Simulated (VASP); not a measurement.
Ca3Y, 4 atoms in the cell. Symmetry: Fm-3m, No. 225, cubic system. The conventional cell has a = 8.364 Å, b = 8.364 Å, c = 8.364 Å, α = 90.00°, β = 90.00°, γ = 90.00°. Within 4.8 Å of Ca (site symmetry -43m) lie 10 Ca at 3.62 to 4.18 Å and 4 Y at 3.62 Å. Ca (site symmetry m-3m) has 8 Ca at 3.62 Å and 6 Y at 4.18 Å within 4.8 Å. Within 4.8 Å of Y (site symmetry m-3m) lie 14 Ca at 3.62 to 4.18 Å. 

| Item | Value |
| --- | --- |
| Program | VASP 6.6.1 |
| Task | single point |
| Functional | PBEsol |
| Potentials or basis | VASP PAW PBE potentials, release 64 (Ca_sv, Y_sv) |
| Cutoff | 520 eV |
| k mesh | 10 × 10 × 10 |
| Occupations | gaussian, width 0.15 eV |
| Spin | no spin polarisation |
| Dipole correction | no |
| Further INCAR settings | ALGO = Fast; EDIFF = 1e-06; NBANDS = 28 |

Potentials or basis: VASP PAW PBE potentials, release 64 (Ca_sv, Y_sv).

Launch:

```sh
$ cat potpaw_PBE.64/Ca_sv/POTCAR potpaw_PBE.64/Y_sv/POTCAR > POTCAR
$ mpirun -np 1 vasp_std > vasp.out
```

Hardware: 1 thread of Intel Xeon 8259CL, with other jobs on the host.

Task: How long does it take, and how much memory?

Result: It took 24 min on 1 thread of Intel Xeon 8259CL (shared host), peak memory 0.46 GiB. Counts: scf iterations 46, k points 47.
